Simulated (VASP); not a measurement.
# ScAl7N8 (wurtzite Al14Sc2N16) (P3m1) in VASP: single point with PBEsol

Aim: the single point of ScAl7N8 (wurtzite Al14Sc2N16) with PBEsol.

Everything below comes from runs of VASP 6.6.1. Logs are shortened: lines on timing, memory, paths and dates and some standing lists are left out, and cuts for length are marked.

## Step 1: The cell of the first run

It takes space group P3m1 (No. 156, trigonal). The conventional cell has a = 6.336 Å, b = 6.336 Å, c = 5.007 Å, α = 90.00°, β = 90.00°, γ = 120.00°. Al (site symmetry m) has 4 N at 1.89 to 1.91 Å within 2.5 Å. Al (site symmetry m) has 4 N at 1.87 to 1.93 Å within 2.5 Å. Within 2.5 Å of Al (site symmetry 3m) lie 4 N at 1.91 to 1.92 Å. Within 2.7 Å of Sc (site symmetry 3m) lie 4 N at 2.03 to 2.12 Å. N (site symmetry 3m) has 3 Al at 1.91 Å and 1 Sc at 2.12 Å within 2.5 Å. Within 2.5 Å of N (site symmetry m) lie 3 Al at 1.87 to 1.89 Å and 1 Sc at 2.03 Å. N (site symmetry m) has 4 Al at 1.91 Å within 2.5 Å. N (site symmetry 3m) has 4 Al at 1.92 to 1.93 Å within 2.5 Å.

## Step 2: Single point, PBEsol

File INCAR:

```
SYSTEM = ScAl7N8
ALGO = Normal
EDIFF = 1E-7
ENCUT = 520
GGA = PS
ISIF = 2
ISMEAR = 0
LASPH = .True.
LCHARG = .True.
LELF = .True.
LREAL = Auto
LVHAR = .True.
LWAVE = .False.
NBANDS = 94
NELM = 100
PREC = Accurate
SIGMA = 0.01
```

File KPOINTS:

```
k-points
0
Gamma
  4 4 3
  0 0 0
```

File POSCAR:

```
ScAl7N8
1.0
    6.3361995908      0.0000000000      0.0000000000
   -3.1680997954      5.4873098090      0.0000000000
    0.0000000000      0.0000000000     10.0146278063
Al Sc N
14 2 16
Direct
    0.3364685370      0.1635314630      0.2503921067
    0.3364685370      0.1635314630      0.7503921067
    0.1677674740      0.8338837370     -0.0007152806
    0.3364685370      0.6729370741      0.2503921067
    0.1677674740      0.8338837370      0.4992847194
    0.3364685370      0.6729370741      0.7503921067
    0.6661162630      0.3322325260     -0.0007152806
    0.8270629259      0.1635314630      0.2503921067
    0.6661162630      0.3322325260      0.4992847194
    0.8270629259      0.1635314630      0.7503921067
    0.6661162630      0.8338837370     -0.0007152806
    0.8333333333      0.6666666667      0.2489457782
    0.6661162630      0.8338837370      0.4992847194
    0.8333333333      0.6666666667      0.7489457782
    0.1666666667      0.3333333333     -0.0044268537
    0.1666666667      0.3333333333      0.4955731463
    0.1666666667      0.3333333333      0.2071641895
    0.3438119839      0.1561880161      0.4387234912
    0.1666666667      0.3333333333      0.7071641895
    0.3438119839      0.1561880161      0.9387234912
    0.1652734494      0.8326367247      0.1900706628
    0.3438119839      0.6876239677      0.4387234912
    0.1652734494      0.8326367247      0.6900706628
    0.3438119839      0.6876239677      0.9387234912
    0.6673632753      0.3347265506      0.1900706628
    0.8123760323      0.1561880161      0.4387234912
    0.6673632753      0.3347265506      0.6900706628
    0.8123760323      0.1561880161      0.9387234912
    0.6673632753      0.8326367247      0.1900706628
    0.8333333333      0.6666666667      0.4409039459
    0.6673632753      0.8326367247      0.6900706628
    0.8333333333      0.6666666667      0.9409039459
```

Potentials or basis: VASP PAW PBE potentials, release 64 (Al, Sc_sv, N).

Command:

```sh
$ cat potpaw_PBE.64/Al/POTCAR potpaw_PBE.64/Sc_sv/POTCAR potpaw_PBE.64/N/POTCAR > POTCAR
$ mpirun -np 1 vasp_std > vasp.out
```

OUTCAR:

```text
SYSTEM = ScAl7N8
   EDIFF = 1E-7
   ENCUT = 520
   GGA = PS
   ISIF = 2
   ISMEAR = 0
   LASPH = .True.
   LREAL = Auto
   NELM = 100
   PREC = Accurate

 ion  position               nearest neighbor table
   1  0.336  0.164  0.250-  18 1.89  17 1.91  21 1.91  25 1.91   5 3.08   9 3.08  16 3.08   3 3.10
                             7 3.10   4 3.11   8 3.11  15 3.16  12 3.17  12 3.17   4 3.23   8 3.23
   2  0.336  0.164  0.750-  20 1.89  19 1.91  23 1.91  27 1.91   3 3.08   7 3.08  15 3.08   5 3.10
                             9 3.10   6 3.11  10 3.11  16 3.16  14 3.17  14 3.17   6 3.23  10 3.23
   3  0.168  0.834  0.999-  20 1.87  24 1.87  21 1.91  32 1.93   6 3.08   2 3.08   4 3.10   1 3.10
                            12 3.10  14 3.11   7 3.16  11 3.16  15 3.17  15 3.17   7 3.18  11 3.18
   4  0.336  0.673  0.250-  22 1.89  17 1.91  21 1.91  29 1.91   5 3.08  13 3.08  16 3.08   3 3.10
                            11 3.10   8 3.11   1 3.11  15 3.16  12 3.17  12 3.17   1 3.23   8 3.23
   5  0.168  0.834  0.499-  18 1.87  22 1.87  23 1.91  30 1.93   4 3.08   1 3.08   6 3.10   2 3.10
                            14 3.10  12 3.11   9 3.16  13 3.16  16 3.17  16 3.17   9 3.18  13 3.18
   6  0.336  0.673  0.750-  24 1.89  19 1.91  23 1.91  31 1.91   3 3.08  11 3.08  15 3.08   5 3.10
                            13 3.10  10 3.11   2 3.11  16 3.16  14 3.17  14 3.17   2 3.23  10 3.23
   7  0.666  0.332  0.999-  20 1.87  28 1.87  25 1.91  32 1.93  10 3.08   2 3.08   8 3.10   1 3.10
                            12 3.10  14 3.11   3 3.16  11 3.16  15 3.17  15 3.17  11 3.18   3 3.18
   8  0.827  0.164  0.250-  26 1.89  17 1.91  25 1.91  29 1.91   9 3.08  13 3.08  16 3.08   7 3.10
                            11 3.10   4 3.11   1 3.11  15 3.16  12 3.17  12 3.17   4 3.23   1 3.23
   9  0.666  0.332  0.499-  18 1.87  26 1.87  27 1.91  30 1.93   8 3.08   1 3.08  10 3.10   2 3.10
[... 17 lines left out ...]
  19  0.167  0.333  0.707-   2 1.91   6 1.91  10 1.91  16 2.12
  20  0.344  0.156  0.939-   3 1.87   7 1.87   2 1.89  15 2.03
  21  0.165  0.833  0.190-   3 1.91   4 1.91   1 1.91  12 1.91
  22  0.344  0.688  0.439-  13 1.87   5 1.87   4 1.89  16 2.03
[... 8 lines left out ...]
  31  0.667  0.833  0.690-  13 1.91  10 1.91   6 1.91  14 1.91
  32  0.833  0.667  0.941-  14 1.92  11 1.93   7 1.93   3 1.93

  LATTYP: Found a hexagonal cell.
 ALAT       =     6.3361995908
 C/A-ratio  =     1.5805417211

  Lattice vectors:

 A1 = (   6.3361995908,   0.0000000000,   0.0000000000)
 A2 = (  -3.1680997954,   5.4873098090,   0.0000000000)
 A3 = (   0.0000000000,   0.0000000000,  10.0146278063)

Analysis of symmetry for initial positions (statically):
=====================================================================
 Subroutine PRICEL returns following result:

  LATTYP: Found a hexagonal cell.
 ALAT       =     6.3361995908
 C/A-ratio  =     0.7902708605

  Lattice vectors:

 A1 = (   6.3361995908,   0.0000000000,   0.0000000000)
 A2 = (  -3.1680997954,   5.4873098090,   0.0000000000)
 A3 = (   0.0000000000,   0.0000000000,   5.0073139032)

   2 primitive cells build up your supercell.

 Routine SETGRP: Setting up the symmetry group for a
 hexagonal supercell.

 Subroutine GETGRP returns: Found  6 space group operations
 (whereof  2 operations were pure point group operations)
 out of a pool of 24 trial point group operations.

The static configuration has the point symmetry C_1h.
 The point group associated with its full space group is C_3v.

Analysis of symmetry for dynamics (positions and initial velocities):
=====================================================================
 Subroutine PRICEL returns following result:

  LATTYP: Found a hexagonal cell.
 ALAT       =     6.3361995908
 C/A-ratio  =     0.7902708605

  Lattice vectors:

 A1 = (   6.3361995908,   0.0000000000,   0.0000000000)
 A2 = (  -3.1680997954,   5.4873098090,   0.0000000000)
 A3 = (   0.0000000000,   0.0000000000,   5.0073139032)

   2 primitive cells build up your supercell.

 Routine SETGRP: Setting up the symmetry group for a
 hexagonal supercell.

 Subroutine GETGRP returns: Found  6 space group operations
 (whereof  2 operations were pure point group operations)
 out of a pool of 24 trial point group operations.

The dynamic configuration has the point symmetry C_1h.
 The point group associated with its full space group is C_3v.

 Subroutine INISYM returns: Found  6 space group operations
 (whereof  2 operations are pure point group operations),
 and found     2 'primitive' translations

----------------------------------------------------------------------------------------

                                     Primitive cell

  volume of cell :     174.0977

  direct lattice vectors                    reciprocal lattice vectors
     6.336199591  0.000000000  0.000000000     0.157823311  0.091119331  0.000000000
    -3.168099795  5.487309809  0.000000000     0.000000000  0.182238662  0.000000000
     0.000000000  0.000000000  5.007313903     0.000000000  0.000000000  0.199707871

  length of vectors
     6.336199591  6.336199591  5.007313903     0.182238662  0.182238662  0.199707871

  position of ions in fractional coordinates (direct lattice)
     0.336468537  0.163531463  0.500784213
     0.167767474  0.833883737  0.998569439
     0.336468537  0.672937074  0.500784213
     0.666116263  0.332232526  0.998569439
     0.827062926  0.163531463  0.500784213
     0.666116263  0.833883737  0.998569439
[... 8 lines left out ...]
     0.667363275  0.832636725  0.380141326
     0.833333333  0.666666667  0.881807892

  ion indices of the primitive-cell ions
   primitive index   ion index
                 1           1
                 2           5
                 3           4
                 4           9
                 5           8
                 6          13
[... 8 lines left out ...]
                15          29
                16          30

----------------------------------------------------------------------------------------

 KPOINTS: k-points

Automatic generation of k-mesh.
 Grid dimensions read from file:
 generate k-points for:    4    4    3

 Generating k-lattice:

  Cartesian coordinates                     Fractional coordinates (reciprocal lattice)
     0.039455828  0.022779833  0.000000000     0.250000000  0.000000000  0.000000000
     0.000000000  0.045559666  0.000000000     0.000000000  0.250000000  0.000000000
     0.000000000  0.000000000  0.033284645     0.000000000  0.000000000  0.333333333

  Length of vectors
     0.045559666  0.045559666  0.033284645

  Shift w.r.t. Gamma in fractional coordinates (k-lattice)
     0.000000000  0.000000000  0.000000000

 Subroutine IBZKPT returns following result:
 ===========================================

 Found      9 irreducible k-points:

 Following reciprocal coordinates:
            Coordinates               Weight
  0.000000  0.000000  0.000000      1.000000
  0.250000  0.000000  0.000000      6.000000
  0.500000  0.000000  0.000000      3.000000
  0.250000  0.250000  0.000000      6.000000
  0.000000  0.000000  0.333333      2.000000
  0.250000  0.000000  0.333333      6.000000
  0.000000  0.250000  0.333333      6.000000
  0.500000  0.000000  0.333333      6.000000
  0.250000  0.250000  0.333333     12.000000
   k-points           NKPTS =      9   k-points in BZ     NKDIM =      9   number of bands    NBANDS=     94
   number of dos      NEDOS =    301   number of ions     NIONS =     32
   total plane-waves  NPLWV = 184320
   dimension x,y,z NGX =    48 NGY =   48 NGZ =   80
   dimension x,y,z NGXF=    96 NGYF=   96 NGZF=  160
   ions per type =              14   2  16
   NGX,Y,Z   is equivalent  to a cutoff of  12.59, 12.59, 13.28 a.u.
   NGXF,Y,Z  is equivalent  to a cutoff of  25.19, 25.19, 26.56 a.u.
 SYSTEM =  ScAl7N8
   PREC   = accura    normal or accurate (medium, high low for compatibility)
   ISTART =      0    job   : 0-new  1-cont  2-samecut
   ICHARG =      2    charge: 1-file 2-atom 10-const
   ISPIN  =      1    spin polarized calculation?
   LNONCOLLINEAR =      F non collinear calculations
   LSORBIT =      F    spin-orbit coupling
   LASPH  =      T    aspherical Exc in radial PAW
   ENCUT  =  520.0 eV  38.22 Ry    6.18 a.u.  11.78 11.78 18.62*2*pi/ulx,y,z
   NELM   =    100;   NELMIN=  2; NELMDL= -5     # of ELM steps
   EDIFF  = 0.1E-06   stopping-criterion for ELM
   LREAL  =      T    real-space projection
   EDIFFG = 0.1E-05   stopping-criterion for IOM
   NSW    =      0    number of steps for IOM
   IBRION =     -1    ionic relax: 0-MD 1-quasi-New 2-CG
   NFREE  =      0    steps in history (QN), initial steepest desc. (CG)
   ISIF   =      2    stress and relaxation
   ISYM   =      2    0-nonsym 1-usesym 2-fastsym
   POTIM  = 0.5000    time-step for ionic-motion
   TEBEG  =    0.0;   TEEND  =   0.0 temperature during run
   PSTRESS=    0.0 pullay stress
   NELECT =     144.0000    total number of electrons
   NUPDOWN=      -1.0000    fix difference up-down
   EMIN   =  10.00;   EMAX   =-10.00  energy-range for DOS
   EFERMI =   0.00;   METHOD = LEGACY
   ISMEAR =     0;   SIGMA  =   0.01  broadening in eV -4-tet -1-fermi 0-gaus
   EFERMI_NEDOS =   21; number of points for ismear=-14 and -15
   IALGO  =     38    algorithm
   IMIX   =      4    mixing-type and parameters
     AMIX     =   0.40;   BMIX     =  1.00
     AMIX_MAG =   1.60;   BMIX_MAG =  1.00
  volume/ion in A,a.u.               =      10.88        73.43
  Fermi-wavevector in a.u.,A,eV,Ry     =   1.219704  2.304907 20.241101  1.487679
  Thomas-Fermi vector in A             =   2.354947
   LORBIT       =      0    0 simple, 1 ext, 2 COOP (PROOUT), +10 PAW based schemes
   GGA     = PS    functional components
   LHFCALC =     F    Hartree Fock is set to
   AEXX    =    0.0000 exact exchange contribution
   IVDW    =     0    specifies the selected vdW correction
   LEPSILON=     F    determine dielectric tensor
   LRPA    =     F    only Hartree local field effects (RPA)
 non-spin polarized calculation
 Gauss-broadening in eV      SIGMA  =   0.01
  energy-cutoff  :      520.00
  volume of cell :      348.20
 maximum number of plane-waves:      9400
 NGX is ok and might be reduce to    48
   NGX = 23   NGY = 23   NGZ = 37

 number of electron     144.0000014 magnetization

 Free energy of the ion-electron system (eV)
  ---------------------------------------------------
  ext. energy  EPLUGINS =         0.00000000
  ---------------------------------------------------
  free energy    TOTEN  =      -255.40587215 eV

  energy without entropy =     -255.40587215  energy(sigma->0) =     -255.40587215

 E-fermi :   5.6679     XC(G=0): -11.0686

 val. band max:        5.4770712270   @ k =   0.0000   0.0000   0.0000
 cond. band min:       9.4239657157   @ k =   0.0000   0.0000   0.0000
 fundamental gap:      3.9468944887
 Fermi energy:         5.6678572800

 k-point     1 :       0.0000    0.0000    0.0000
  band No.  band energies     occupation
      1     -40.9520      2.00000
      2     -40.9519      2.00000
      3     -19.8830      2.00000
      4     -19.8830      2.00000
      5     -19.8823      2.00000
      6     -19.8823      2.00000
[... 772 lines left out ...]
     83      11.4963      0.00000
     84      11.7489      0.00000
 [bands above 84 left out]

------------------------ aborting loop because EDIFF is reached ----------------------------------------

  FORCE on cell =-STRESS in cart. coord.  units (eV):
  Direction    XX          YY          ZZ          XY          YZ          ZX
  --------------------------------------------------------------------------------------
  -------------------------------------------------------------------------------------
  Total        0.2219065      0.2219065      0.2455273      0.0000000     -0.0000000      0.0000000
  in kB        1.0210745      1.0210745      1.1297626      0.0000000     -0.0000000      0.0000000
  external PRESSURE =       1.0573039 kB  Pullay stress =       0.0000000 kB

 VOLUME and BASIS-vectors are now :
 -----------------------------------------------------------------------------
  energy-cutoff  :      520.00
  volume of cell :      348.20
      direct lattice vectors                 reciprocal lattice vectors
     6.336199591  0.000000000  0.000000000     0.157823311  0.091119331  0.000000000
    -3.168099795  5.487309809  0.000000000     0.000000000  0.182238662  0.000000000
     0.000000000  0.000000000 10.014627806     0.000000000  0.000000000  0.099853936

 POSITION                                       TOTAL-FORCE (eV/Angst)
 -----------------------------------------------------------------------------------
      1.61385      0.89735      2.50758         0.000429     -0.000248     -0.003278
      1.61385      0.89735      7.51490         0.000429     -0.000248     -0.003278
     -1.57882      4.57578     10.00746        -0.007302     -0.004216      0.004023
     -0.00000      3.69261      2.50758         0.000000      0.000496     -0.003278
     -1.57882      4.57578      5.00015        -0.007302     -0.004216      0.004023
     -0.00000      3.69261      7.51490         0.000000      0.000496     -0.003278
[... 24 lines left out ...]
      1.59067      4.56894      6.91080         0.000795     -0.000459     -0.000491
      3.16810      3.65821      9.42280         0.000000      0.000000      0.003232
 -----------------------------------------------------------------------------------
    total drift:                               -0.000000     -0.000001      0.032338

  FREE ENERGIE OF THE ION-ELECTRON SYSTEM (eV)
  ---------------------------------------------------
  free  energy   TOTEN  =      -255.4058721537 eV

  energy  without entropy=     -255.4058721537  energy(sigma->0) =     -255.40587215
```

Run time: 11 min. Hardware: 1 thread of Intel Xeon Platinum 8488C (Sapphire Rapids), shared host; peak memory 0.54 GiB.

What came out:

```
Free energy            : -255.4059 eV
Pressure               : 0.1 GPa
Largest force          : 0.054 eV/Å
Band gap on the k mesh : 3.95 eV
```

Forces in eV/Å, atoms in the order of the input:
```
Al   0.000  0.000 -0.003
Al   0.000  0.000 -0.003
Al  -0.007 -0.004  0.004
Al   0.000  0.000 -0.003
Al  -0.007 -0.004  0.004
Al   0.000  0.000 -0.003
Al   0.000  0.008  0.004
Al   0.000  0.000 -0.003
Al   0.000  0.008  0.004
Al   0.000  0.000 -0.003
Al   0.007 -0.004  0.004
Al   0.000  0.000 -0.004
Al   0.007 -0.004  0.004
Al   0.000  0.000 -0.004
Sc   0.000  0.000  0.014
Sc   0.000  0.000  0.014
N    0.000  0.000  0.035
N    0.045 -0.026 -0.016
N    0.000  0.000  0.035
N    0.045 -0.026 -0.016
N   -0.001  0.000  0.000
N    0.000  0.052 -0.016
N   -0.001  0.000  0.000
N    0.000  0.052 -0.016
N    0.000  0.001  0.000
N   -0.045 -0.026 -0.016
N    0.000  0.001  0.000
N   -0.045 -0.026 -0.016
N    0.001  0.000  0.000
N    0.000  0.000  0.003
N    0.001  0.000  0.000
N    0.000  0.000  0.003
```

Caveat: the PAW data sets were made with another functional, which shifts forces and pressure a little. A k mesh can miss the band edges.
